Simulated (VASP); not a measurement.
A run of VASP 6.6.1 is set up as follows.

INCAR

```
PREC = Accurate ; ENCUT = 520
EDIFF = 1E-7 ; ISMEAR = -1
SIGMA = 0.15 ; LREAL = F
LASPH = T ; NELM = 60
ALGO = Normal ; ISIF = 2
LWAVE = F ; LCHARG = F
GGA = CA ; NBANDS = 92
```

File KPOINTS:

```
Automatic mesh
0
Gamma
  2 2 2
```

The input POSCAR:

```
LiTc12
1.0
    5.4800000000      0.0000000000      0.0000000000
   -4.1100000000      7.1187290000      0.0000000000
    0.0000000000      0.0000000000      4.3949600000
Tc Li
12 1
Direct
    0.0291220027      0.0468342031     -0.0129466480
    0.1775137775      0.2183395379      0.4896972896
    0.0136487650      0.3323346064     -0.0464623114
    0.1855907579      0.5536100616      0.4638495003
   -0.0170223328      0.6520967437     -0.0476682382
    0.1768823088      0.8953564604      0.5300389537
    0.4642072035     -0.0386726338     -0.0090558276
    0.6897433664      0.2306310579      0.4727688079
    0.5192325293      0.3231616206     -0.0245736025
    0.6541501509      0.5503510528      0.5394360813
    0.4412226394      0.6425304292     -0.0477820048
    0.6468514729      0.9004978276      0.5457842620
    0.8197341096      0.7868960878      0.2318792435
```

Potentials or basis: VASP PAW LDA potentials, release 64 (Tc_pv, Li_sv).

Launch:

```sh
$ cat potpaw_LDA.64/Tc_pv/POTCAR potpaw_LDA.64/Li_sv/POTCAR > POTCAR
$ mpirun -np 1 vasp_std > vasp.out
```

(1) What does it give for the largest force?

Results:

(1) 2.442 eV/Å.

Caveat: the k points lie up to 0.71 Å⁻¹ apart.
